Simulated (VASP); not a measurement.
## CdF2: single point with PBE+D4

Crystal: CdF2.

```
CELL_PARAMETERS angstrom
0.00000 2.72244 2.72244
2.72244 0.00000 2.72244
2.72244 2.72244 0.00000
ATOMIC_POSITIONS crystal
Cd 0.00000 0.00000 0.00000
F 0.75000 0.75000 0.75000
F 0.25000 0.25000 0.25000
```

```
Program                : VASP 6.6.1
Task                   : single point
Functional             : PBE
Dispersion             : D4
Potentials or basis    : VASP PAW PBE potentials, release 64 (Cd, F)
Cutoff                 : 520 eV
k mesh                 : 9 × 9 × 9
Occupations            : fermi-dirac, width 0.05 eV
Spin                   : no spin polarisation
Dipole correction      : no
Further INCAR settings : ALGO = Normal; EDIFF = 1e-07; NBANDS = 20
```

```yaml
Pressure: 0.6 GPa
Band_gap_on_the_k_mesh: 2.98 eV, indirect (least direct gap 3.49 eV)
Dispersion_energy_per_atom: -0.171 eV
```

Levels at points of the mesh, in eV from the valence-band top:
```csv
k point,band 9,band 10,band 11,band 12,band 13,band 14,band 15,band 16,band 17,band 18
"(0.00, 0.00, 0.00)",-0.87,-0.87,-0.51,-0.51,-0.51,2.98,12.58,12.58,12.58,17.38
```

Wall time 15 s on 1 thread of Intel(R) Xeon(R) 6975P-C (Granite Rapids), on a shared host, peak memory 0.18 GiB.

A k mesh can miss the band edges. Expect the measured gap to be larger: semilocal functionals such as PBE lack the derivative discontinuity.
